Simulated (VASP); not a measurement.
# ZnSe in VASP: single point with r2SCAN

Aim: the single point of ZnSe with r2SCAN.

Program: VASP 6.6.1. These are calculated values, not measurements. Logs are shortened: lines on timing, memory, paths and dates and some standing lists are left out, and cuts for length are marked.

## Step 1: The cell of the first run

The cell holds a slab with vacuum, 6 atoms: a = 4.005 Å, b = 5.664 Å, c = 11.286 Å, α = 90.00°, β = 90.00°, γ = 90.00°.

## Step 2: Single point, r2SCAN

The input, POSCAR:

```
ZnSe
1.0
    4.0052217771      0.0000000000      0.0000000000
    0.0000000000      5.6642389575      0.0000000000
    0.0000000000      0.0000000000     11.2864000000
Zn Se
3 3
Direct
    0.2500000000      0.0847549943      0.3594089619
    0.7500000000      0.6646812713      0.4999999991
    0.2500000000      0.0847549969      0.6405910426
    0.7500000000      0.8798601147      0.3101068870
    0.2500000000      0.4060885093      0.5000000010
    0.7500000000      0.8798601134      0.6898931130
```

The input, INCAR.step1:

```
SYSTEM = ZnSe
ALGO = Normal
DIPOL = 0.5 0.5 0.500
EDIFF = 1E-4
ENCUT = 520
GGA = PE
IDIPOL = 3
ISMEAR = -1
LASPH = .True.
LCHARG = .False.
LDIPOL = .True.
LREAL = .False.
LWAVE = .True.
NBANDS = 36
NELM = 60
PREC = Accurate
SIGMA = 0.02
```

The input, INCAR.step2:

```
SYSTEM = ZnSe
ALGO = Normal
DIPOL = 0.5 0.5 0.500
EDIFF = 1E-7
ENCUT = 520
IDIPOL = 3
ISIF = 2
ISMEAR = -1
ISTART = 1
LASPH = .True.
LCHARG = .False.
LDIPOL = .True.
LMIXTAU = .True.
LREAL = .False.
LWAVE = .False.
METAGGA = R2SCAN
NBANDS = 36
NELM = 60
PREC = Accurate
SIGMA = 0.02
```

The input, KPOINTS:

```
k-points
0
Gamma
  8 6 1
  0 0 0
```

Potentials or basis: VASP PAW PBE potentials, release 64 (Zn, Se).

On the command line:

```sh
$ cat potpaw_PBE.64/Zn/POTCAR potpaw_PBE.64/Se/POTCAR > POTCAR
$ cp INCAR.step1 INCAR
$ mpirun -np 1 vasp_std > vasp.out
$ cp INCAR.step2 INCAR
$ mpirun -np 1 vasp_std > vasp.out
```

OUTCAR:

```text
SYSTEM = ZnSe
   EDIFF = 1E-7
   ENCUT = 520
   ISIF = 2
   ISMEAR = -1
   ISTART = 1
   LASPH = .True.
   LREAL = .False.
   METAGGA = R2SCAN
   NELM = 60
   PREC = Accurate

 ion  position               nearest neighbor table
   1  0.250  0.085  0.359-   4 2.38   4 2.38   5 2.41
   2  0.750  0.665  0.500-   4 2.47   6 2.47   5 2.48   5 2.48
   3  0.250  0.085  0.641-   6 2.38   6 2.38   5 2.41
   4  0.750  0.880  0.310-   1 2.38   1 2.38   2 2.47
   5  0.250  0.406  0.500-   1 2.41   3 2.41   2 2.48   2 2.48
   6  0.750  0.880  0.690-   3 2.38   3 2.38   2 2.47

  LATTYP: Found a simple orthorhombic cell.
 ALAT       =     4.0052217771
 B/A-ratio  =     1.4142135624
 C/A-ratio  =     2.8179213607

  Lattice vectors:

 A1 = (   4.0052217771,   0.0000000000,   0.0000000000)
 A2 = (   0.0000000000,   5.6642389575,   0.0000000000)
 A3 = (   0.0000000000,   0.0000000000,  11.2864000000)

Analysis of symmetry for initial positions (statically):
=====================================================================
 Subroutine PRICEL returns:
 Original cell was already a primitive cell.

 Routine SETGRP: Setting up the symmetry group for a
 simple orthorhombic supercell.

 Subroutine GETGRP returns: Found  4 space group operations
 (whereof  2 operations were pure point group operations)
 out of a pool of  8 trial point group operations.

The static configuration has the point symmetry C_1h.
 The point group associated with its full space group is C_2v.

Analysis of symmetry for dynamics (positions and initial velocities):
=====================================================================
 Subroutine PRICEL returns:
 Original cell was already a primitive cell.

 Routine SETGRP: Setting up the symmetry group for a
 simple orthorhombic supercell.

 Subroutine GETGRP returns: Found  4 space group operations
 (whereof  2 operations were pure point group operations)
 out of a pool of  8 trial point group operations.

The dynamic configuration has the point symmetry C_1h.
 The point group associated with its full space group is C_2v.

 Subroutine INISYM returns: Found  4 space group operations
 (whereof  2 operations are pure point group operations),
 and found     1 'primitive' translations

----------------------------------------------------------------------------------------

[... 100 lines left out ...]
   NFREE  =      0    steps in history (QN), initial steepest desc. (CG)
   ISIF   =      2    stress and relaxation
   ISYM   =      2    0-nonsym 1-usesym 2-fastsym
   POTIM  = 0.5000    time-step for ionic-motion
   TEBEG  =    0.0;   TEEND  =   0.0 temperature during run
   PSTRESS=    0.0 pullay stress
   NELECT =      54.0000    total number of electrons
   NUPDOWN=      -1.0000    fix difference up-down
   EMIN   =  10.00;   EMAX   =-10.00  energy-range for DOS
   EFERMI =   0.00;   METHOD = LEGACY
   ISMEAR =    -1;   SIGMA  =   0.02  broadening in eV -4-tet -1-fermi 0-gaus
   EFERMI_NEDOS =   21; number of points for ismear=-14 and -15
   IALGO  =     38    algorithm
   IMIX   =      4    mixing-type and parameters
     AMIX     =   0.40;   BMIX     =  1.00
     AMIX_MAG =   1.60;   BMIX_MAG =  1.00
  volume/ion in A,a.u.               =      42.67       287.98
  Fermi-wavevector in a.u.,A,eV,Ry     =   0.974462  1.841466 12.919768  0.949576
  Thomas-Fermi vector in A             =   2.104924
   LORBIT       =      0    0 simple, 1 ext, 2 COOP (PROOUT), +10 PAW based schemes
   METAGGA = R2SCAN    functional components
   LHFCALC =     F    Hartree Fock is set to
   AEXX    =    0.0000 exact exchange contribution
   IVDW    =     0    specifies the selected vdW correction
   LEPSILON=     F    determine dielectric tensor
   LRPA    =     F    only Hartree local field effects (RPA)
 non-spin polarized calculation
  energy-cutoff  :      520.00
  volume of cell :      256.05
 maximum number of plane-waves:      6921
 NGX is ok and might be reduce to    30
   NGX = 15   NGY = 21   NGZ = 41

 number of electron      54.0000044 magnetization

 dipolmoment           0.000000      0.000000      0.000000 electrons x Angstroem

 Free energy of the ion-electron system (eV)
  ---------------------------------------------------
  ext. energy  EPLUGINS =         0.00000000
  ---------------------------------------------------
  free energy    TOTEN  =       -73.42891919 eV

  energy without entropy =      -73.42891919  energy(sigma->0) =      -73.42891919

 E-fermi :  -1.7192     XC(G=0):  -6.0731

 val. band max:       -2.1377522499   @ k =   0.0000   0.0000   0.0000
 cond. band min:       0.2982832994   @ k =   0.0000   0.0000   0.0000
 fundamental gap:      2.4360355493
 Fermi energy:        -1.7192005879

 k-point     1 :       0.0000    0.0000    0.0000
  band No.  band energies     occupation
      1     -15.4647      2.00000
      2     -14.6122      2.00000
      3     -14.4959      2.00000
      4      -8.9261      2.00000
      5      -8.8431      2.00000
      6      -8.7675      2.00000
[... 769 lines left out ...]
     35       5.4018      0.00000
     36       5.9816      0.00000

------------------------ aborting loop because EDIFF is reached ----------------------------------------

 vacuum level on the upper side and lower side of the slab       (xc-potential included)        -0.606        -0.606

  FORCE on cell =-STRESS in cart. coord.  units (eV):
  Direction    XX          YY          ZZ          XY          YZ          ZX
  --------------------------------------------------------------------------------------
  -------------------------------------------------------------------------------------
  Total       -1.1234355     -0.5972483      0.1458195      0.0000000      0.0000000      0.0000000
  in kB       -7.0296732     -3.7371617      0.9124365      0.0000000      0.0000000      0.0000000
  external PRESSURE =      -3.2847995 kB  Pullay stress =       0.0000000 kB

 VOLUME and BASIS-vectors are now :
 -----------------------------------------------------------------------------
  energy-cutoff  :      520.00
  volume of cell :      256.05
      direct lattice vectors                 reciprocal lattice vectors
     4.005221777  0.000000000  0.000000000     0.249674064  0.000000000  0.000000000
     0.000000000  5.664238958  0.000000000     0.000000000  0.176546224  0.000000000
     0.000000000  0.000000000 11.286400000     0.000000000  0.000000000  0.088602212

 POSITION                                       TOTAL-FORCE (eV/Angst)
 -----------------------------------------------------------------------------------
      1.00131      0.48007      4.05643        -0.000000      0.019295      0.006518
      3.00392      3.76491      5.64320        -0.000000     -0.004583      0.000000
      1.00131      0.48007      7.22997         0.000000      0.019295     -0.006518
      3.00392      4.98374      3.49999        -0.000000     -0.016094     -0.010632
      1.00131      2.30018      5.64320        -0.000000     -0.001819      0.000000
      3.00392      4.98374      7.78641        -0.000000     -0.016094      0.010632
 -----------------------------------------------------------------------------------
    total drift:                                0.000000      0.024364      0.000027

  FREE ENERGIE OF THE ION-ELECTRON SYSTEM (eV)
  ---------------------------------------------------
  free  energy   TOTEN  =       -73.4289191922 eV

  energy  without entropy=      -73.4289191922  energy(sigma->0) =      -73.42891919

 vacuum level on the upper side and lower side of the slab         3.199         3.199
```

OUTCAR.step1:

```text
SYSTEM = ZnSe
   EDIFF = 1E-4
   ENCUT = 520
   GGA = PE
   ISMEAR = -1
   LASPH = .True.
   LREAL = .False.
   NELM = 60
   PREC = Accurate

[... 1017 lines left out ...]
      3.00392      4.98374      7.78641         0.000000     -0.144652      0.287563
 -----------------------------------------------------------------------------------
    total drift:                                0.000000     -0.007129      0.000024

  FREE ENERGIE OF THE ION-ELECTRON SYSTEM (eV)
  ---------------------------------------------------
  free  energy   TOTEN  =       -17.0933571168 eV

  energy  without entropy=      -17.0933571168  energy(sigma->0) =      -17.09335712

 vacuum level on the upper side and lower side of the slab         2.720         2.720
```

OSZICAR.step1:

```text
N       E                     dE             d eps       ncg     rms          rms(c)
DAV:   1     0.367119748865E+03    0.36712E+03   -0.23113E+04  1448   0.142E+03
DAV:   2     0.261754368627E+02   -0.34094E+03   -0.32892E+03  1572   0.321E+02
DAV:   3    -0.168638724718E+02   -0.43039E+02   -0.42766E+02  1676   0.119E+02
DAV:   4    -0.182954743876E+02   -0.14316E+01   -0.14281E+01  1668   0.208E+01
DAV:   5    -0.183164206924E+02   -0.20946E-01   -0.20941E-01  1720   0.222E+00    0.834E+00
DAV:   6    -0.171452076135E+02    0.11712E+01   -0.25397E+00  2012   0.328E+01    0.637E+00
DAV:   7    -0.170989603819E+02    0.46247E-01   -0.16552E+00  1600   0.629E+00    0.237E+00
DAV:   8    -0.170919263223E+02    0.70341E-02   -0.63204E-02  1680   0.434E+00    0.687E-01
DAV:   9    -0.170923591191E+02   -0.43280E-03   -0.18041E-02  1648   0.228E+00    0.199E-01
DAV:  10    -0.170927744120E+02   -0.41529E-03   -0.27938E-03  1684   0.939E-01    0.120E-01
DAV:  11    -0.170932834569E+02   -0.50904E-03   -0.10203E-03  1552   0.263E-01    0.440E-02
DAV:  12    -0.170933571168E+02   -0.73660E-04   -0.10845E-04  1184   0.215E-01
   1 F= -.17093357E+02 E0= -.17093357E+02  d E =-.160054E-11
```

Wall time 8.7 min (1 thread of AMD EPYC 9R45 (Zen 5), shared host); peak memory 0.41 GiB.

What came out:

| Quantity | Value |
| --- | --- |
| Free energy | -73.4289 eV |
| Largest force | 0.020 eV/Å |
| Band gap on the k mesh | 2.44 eV |

Forces in eV/Å, atoms in the order of the input:
```
Zn   0.000  0.019  0.007
Zn   0.000 -0.005  0.000
Zn   0.000  0.019 -0.007
Se   0.000 -0.016 -0.011
Se   0.000 -0.002  0.000
Se   0.000 -0.016  0.011
```

Levels at points of the mesh, in eV from the valence-band top:
```
           k point  band 24  band 25  band 26  band 27  band 28  band 29  band 30  band 31
(0.00, 0.00, 0.00)    -0.72    -0.65    -0.55     0.00     2.44     3.59     4.03     4.50
(0.50, 0.00, 0.00)    -1.58    -1.40    -1.40    -0.70     2.47     4.05     4.63     4.70
(0.00, 0.50, 0.00)    -0.91    -0.82    -0.69    -0.37     3.29     3.42     3.89     4.96
(0.50, 0.50, 0.00)    -2.01    -1.69    -0.65    -0.65     3.08     4.46     4.64     4.89
```

Caveat: the PAW data sets were made with another functional, which shifts forces and pressure a little.
